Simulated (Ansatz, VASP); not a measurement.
TiAl in VASP and in Ansatz

File INCAR:

```
SYSTEM = TiAl
ALGO = Fast ; EDIFF = 1E-6
ENCUT = 520 ; GGA = PS
ISIF = 2 ; ISMEAR = 0
LASPH = .TRUE. ; LCHARG = .FALSE.
LREAL = .FALSE. ; LWAVE = .FALSE.
NBANDS = 23 ; NELM = 80
PREC = Accurate ; SIGMA = 0.15
```

Contents of KPOINTS:

```
k-points
0
G
  16 16 16
  0 0 0
```

The input POSCAR:

```
TiAl
1.0
   -2.8475477342      0.0000000000      0.0000000000
    0.0000000000      4.9320973526      0.0000000000
    1.4237738671     -2.4660486763     -4.6191923826
Ti Al
2 2
Direct
    0.5000000000      0.5097144403      0.0000000000
    0.0000000000      0.0097144403      0.0000000000
    0.7500000000      0.0660992858      0.5000000000
    0.2500000000      0.5660992858      0.5000000000
```

Input for Ansatz:

```yaml
crystal:
  lattice:
    - [-2.8475477342, 0.0, 0.0]
    - [0.0, 4.9320973526, 0.0]
    - [1.4237738671, -2.4660486763, -4.6191923826]
  atoms:
    - { symbol: Ti, position: [0.5, 0.5097144403, 0.0] }
    - { symbol: Ti, position: [0.0, 0.0097144403, 0.0] }
    - { symbol: Al, position: [0.75, 0.0660992858, 0.5] }
    - { symbol: Al, position: [0.25, 0.5660992858, 0.5] }
basis:
  ecutwfc: 520.0
kpoints:
  mp_grid: { grid: [16, 16, 16] }
hamiltonian:
  xc: pbesol
  pseudopotentials: { kind: paw, azcp: { folder: soft_1 } }
scf:
  occupations: { method: gaussian, width: 0.15 }
output:
  forces: true
  stress: true
  eigenvalues: true
```

Change from the starting cell: mode 6 frozen in at -0.085 Å and mode 11 at +0.000 Å (largest displacements).

Alike in both runs: task single point; functional PBEsol; k mesh 16 × 16 × 16; occupations gaussian, width 0.15 eV; no spin polarisation.

|  | VASP | Ansatz |
| --- | --- | --- |
| version | VASP 6.6.1 | Ansatz 0.2.0 |
| potentials or method | VASP PAW PBE potentials, release 64 (Ti_sv, Al), cutoff 520 eV | scalar-relativistic, plane waves, PAW |
| valence electrons in the cell | 30 | 30 |

```tsv
	VASP	Ansatz	Ansatz less VASP
gap on the k mesh at the Fermi level (eV)	none	none	-
pressure (GPa)	0.2	0.2	-0.04
traceless stress, the component that is largest in VASP (GPa)	-2.25	-2.20	+0.048
rms of the force components (eV/Å)	0.187	0.188	+0.0001
```

VASP's potentials were made for PBE, not for PBEsol, and Ansatz warns of the same on its side. Atom by atom the forces differ by 0.000 eV/Å (rms over components). A gap of «none» marks a metal or a gap that the smearing closes.
